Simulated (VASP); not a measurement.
Wanted: the native input for a VASP 6.6.1 run.

| Property | Result |
| --- | --- |
| Task | single point |
| Functional | PBE |
| Potentials or basis | VASP PAW PBE potentials, release 64 (Nb_sv, Ru_pv, C) |
| Cutoff | 520 eV |
| k mesh | 6 × 6 × 6 |
| Occupations | methfessel-paxton, width 0.05 eV |
| Spin | no spin polarisation |
| Dipole correction | no |
| Further INCAR settings | ALGO = Normal; EDIFF = 1e-06; NBANDS = 38 |

The structure of NbRu3C lies in POSCAR:

```
NbRu3C
1.0
    3.9962260088      0.0000000000      0.0000000000
    0.0000000000      3.9962260088      0.0000000000
    0.0000000000      0.0000000000      3.9962260088
Nb Ru C
1 3 1
Direct
    0.0000000000      0.0000000000      0.0000000000
    0.0000000000      0.5000000000      0.5000000000
    0.5000000000      0.0000000000      0.5000000000
    0.5000000000      0.5000000000      0.0000000000
    0.5000000000      0.5000000000      0.5000000000
```

The input as run:

INCAR

```
SYSTEM = NbRu3C
ALGO = Normal
EDIFF = 1E-6
ENCUT = 520
GGA = PE
ISIF = 2
ISMEAR = 1
LASPH = .True.
LCHARG = .False.
LREAL = .False.
LWAVE = .False.
NBANDS = 38
NELM = 100
PREC = Accurate
SIGMA = 0.05
```

KPOINTS

```
k-points
0
Gamma
  6 6 6
  0 0 0
```

Potentials or basis: VASP PAW PBE potentials, release 64 (Nb_sv, Ru_pv, C).

Command:

```sh
$ cat potpaw_PBE.64/Nb_sv/POTCAR potpaw_PBE.64/Ru_pv/POTCAR potpaw_PBE.64/C/POTCAR > POTCAR
$ mpirun -np 1 vasp_std > vasp.out
```

Results of the run:

The pressure is 12.2 GPa.

Wall time 29 s on 1 thread of AMD EPYC 9R45 (Zen 5), with other jobs on the host, peak memory 0.16 GiB.
